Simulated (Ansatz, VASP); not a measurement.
**Two plane-wave programs on Fe**

The input INCAR:

```
PREC = Accurate
ENCUT = 600
EDIFF = 1E-6
ISMEAR = 0
SIGMA = 0.1
LREAL = False
LASPH = True
NELM = 150
ALGO = Normal
ISIF = 3
LWAVE = False
LCHARG = False
ISPIN = 2
MAGMOM = 2.25
LORBIT = 11
LMAXMIX = 4
GGA = PS
IBRION = 2
NSW = 100
EDIFFG = -0.01
```

The input KPOINTS:

```
regular mesh
0
Gamma
  27 27 24
```

POSCAR

```
Fe
1.0
    2.4517979394      0.0000000000      0.0000000000
   -1.2258989697      2.1233193005      0.0000000000
    0.0000000000      0.0000000000      2.2908986996
Fe
1
Direct
    0.0000000000      0.0000000000      0.0000000000
```

Input for Ansatz:

```yaml
crystal:
  lattice:
    - [2.4517979394, 0.0, 0.0]
    - [-1.2258989697, 2.1233193005, 0.0]
    - [0.0, 0.0, 2.2908986996]
  atoms:
    - { symbol: Fe, position: [0.0, 0.0, 0.0], spin: 2.25 }
basis:
  ecutwfc: 420
kpoints:
  mp_grid: { grid: [27, 27, 24] }
hamiltonian:
  xc: pbesol
scf:
  occupations: { method: gaussian, width: 0.1 }
output:
  forces: true
  stress: true
  eigenvalues: true
  populations: true
magnetization:
  spin_polarized: true
relax:
  adjacent_minimum: "off"
  f_tol: 0.01
  max_steps: 80
  cell: { stress_tol: 0.05 }
```

Alike in both runs: task relaxation of cell and atoms; functional PBEsol; k mesh 27 × 27 × 24; occupations gaussian, width 0.1 eV; collinear spin.

|  | VASP | Ansatz |
| --- | --- | --- |
| version | VASP 6.6.1 | Ansatz 0.2.0 |
| potentials or method | VASP PAW PBE potentials, release 64 (Fe), cutoff 600 eV | scalar-relativistic, plane waves, PAW |
| valence electrons in the cell | 8 | 16 |

|  | VASP | Ansatz | Ansatz less VASP |
| --- | --- | --- | --- |
| gap on the k mesh at the Fermi level, each at its own relaxed structure (eV) | none | none | - |
| net moment per atom (μB) | 2.21 | 2.20 | -0.016 |
| size of the moment on the site where the two differ most (μB) | 2.19 | 2.16 | -0.032 |
| relaxed volume (Å³/atom) | 11.80 | 11.80 | +0.008 |
| relaxed length of the cell vector where the two differ most in proportion (Å) | 2.328 | 2.330 | +0.0029 |

VASP's potentials were made for PBE, not for PBEsol. Site moments also hang on the region over which each program counts them. A gap of «none» marks a metal or a gap that the smearing closes. VASP's potentials hold 8 valence electrons a cell and Ansatz's 16, so a difference there can come from the potentials and not from the codes.
